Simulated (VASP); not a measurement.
SrLi3: relaxation of cell and atoms with PBE

The system is SrLi3.

```
CELL_PARAMETERS angstrom
4.99750 0.00000 0.00000
0.00000 4.99750 0.00000
0.00000 0.00000 4.99750
ATOMIC_POSITIONS crystal
Li 0.00000 0.50000 0.50000
Li 0.50000 0.00000 0.50000
Li 0.50000 0.50000 0.00000
Sr 0.00000 0.00000 0.00000
```

- Program: VASP 6.6.1
- Task: relaxation of cell and atoms
- Functional: PBE
- Potentials or basis: VASP PAW PBE potentials, release 64 (Li_sv, Sr_sv)
- Cutoff: 600 eV
- k mesh: 10 × 10 × 10
- Occupations: gaussian, width 0.1 eV
- Spin: no spin polarisation
- Dipole correction: no
- Further INCAR settings: ALGO = Fast; EDIFF = 1e-06; IBRION = 2; EDIFFG = -0.01; NSW = 100; ISIF = 3

```
Relaxed volume                        : 31.38 Å³/atom
Relaxed cell                          : a = 5.007 Å, b = 5.007 Å, c = 5.007 Å, α = 90.00°, β = 90.00°, γ = 90.00°
Space group after relaxing (to 0.1 Å) : Pm-3m (No. 221)
Energy gained by relaxing             : 0.0 meV/atom
Ionic steps                           : 4
Pressure after relaxing               : 0.0 GPa
Band gap on the k mesh                : zero (an odd number of electrons rules out a gap without spin polarisation)
```

The path:
| step | energy change (eV) | largest force (eV/Å) | pressure (GPa) | volume (Å³) |
| --- | --- | --- | --- | --- |
| 1 | 0.0000 | 0.0000 | 0.07 | 124.81 |
| 2 | -0.0001 | 0.0000 | 0.08 | 125.07 |
| 3 | 0.0000 | 0.0000 | -0.06 | 125.86 |
| 4 | -0.0001 | 0.0000 | -0.04 | 125.54 |

Final structure:
```
CELL_PARAMETERS angstrom
5.00716 0.00000 0.00000
0.00000 5.00716 0.00000
0.00000 0.00000 5.00716
ATOMIC_POSITIONS crystal
Li 0.00000 0.50000 0.50000
Li 0.50000 0.00000 0.50000
Li 0.50000 0.50000 0.00000
Sr 0.00000 0.00000 0.00000
```

Levels at points of the mesh, in eV from the Fermi level:
```tsv
k point	band 7	band 8	band 9	band 10	band 11	band 12
(0.00, 0.00, 0.00)	-18.47	-3.49	0.68	0.68	1.29	1.29
(0.50, 0.00, 0.00)	-18.46	-2.35	-1.80	0.70	1.04	1.04
(0.50, 0.50, 0.00)	-18.46	-1.21	-1.17	-0.53	-0.53	1.61
(0.50, 0.50, 0.50)	-18.48	0.04	0.16	0.16	0.17	0.17
```

Wall time 12 min on 1 thread of Oxide Virtual Turin-like Processor, with other jobs on the host, peak memory 0.3 GiB.

Caveat: the cutoff is under 1.25 times the usual one of these potentials, so pressure, stress and relaxed cells hold a basis-set (Pulay) error.
